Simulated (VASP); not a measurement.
Write the native input for VASP 6.6.1 that does the following.

```yaml
Task: single point
Functional: PBE
Potentials_or_basis: VASP PAW PBE potentials, release 64 (Tl_d, Cu, O)
Cutoff: 520 eV
k_mesh: 10 × 10 × 10
Occupations: fermi-dirac, width 0.05 eV
Spin: no spin polarisation
Dipole_correction: no
Further_INCAR_settings: ALGO = Normal; EDIFF = 1e-06; NBANDS = 40
```

The structure of Tl2CuO4 lies in POSCAR:

```
Tl2CuO4
1.0
   -1.9669070000      1.9669070000      5.9338890000
    1.9669070000     -1.9669070000      5.9338890000
    1.9669070000      1.9669070000     -5.9338890000
Tl Cu O
2 1 4
Direct
    0.3493790000      0.3493790000      0.0000000000
    0.6506210000      0.6506210000      0.0000000000
    0.0000000000      0.0000000000      0.0000000000
    0.0000000000      0.5000000000      0.5000000000
    0.5000000000      0.0000000000      0.5000000000
    0.2500000000      0.7500000000      0.5000000000
    0.7500000000      0.2500000000      0.5000000000
```

One way to write it, as run:

INCAR

```
ALGO     = Normal         # electronic algorithm
EDIFF    = 1E-6           # SCF threshold, eV
ENCUT    = 520            # plane-wave cutoff, eV
GGA      = PE             # functional
ISIF     = 2              # what is computed and relaxed
ISMEAR   = -1             # smearing method
LASPH    = T              # aspherical terms in the spheres
LCHARG   = F              # write CHGCAR
LREAL    = F              # projectors in reciprocal space
LWAVE    = F              # write WAVECAR
NBANDS   = 40             # bands
NELM     = 60             # most SCF steps
PREC     = Accurate       # precision mode
SIGMA    = 0.05           # smearing width, eV
```

KPOINTS

```
k-points
0
Gamma
  10 10 10
```

Potentials or basis: VASP PAW PBE potentials, release 64 (Tl_d, Cu, O).

Run with:

```bash
$ cat potpaw_PBE.64/Tl_d/POTCAR potpaw_PBE.64/Cu/POTCAR potpaw_PBE.64/O/POTCAR > POTCAR
$ mpirun -np 1 vasp_std > vasp.out
```

It gave:

```json
{
  "Pressure": "0.1 GPa",
  "Largest force": "0.068 eV/Å",
  "Band gap on the k mesh": "zero (an odd number of electrons rules out a gap without spin polarisation)"
}
```

Caveat: spin-orbit coupling is left out, which moves the levels of the heavy elements; an odd number of electrons without spin polarisation forces a metal; a magnetic or distorted state may lie lower; semilocal functionals often make such compounds metallic where correlation or magnetic order opens a gap, which also shifts bond lengths.

Wall time 20 min on 1 thread of Intel(R) Xeon(R) 6975P-C (Granite Rapids), on a shared host, peak memory 0.58 GiB.
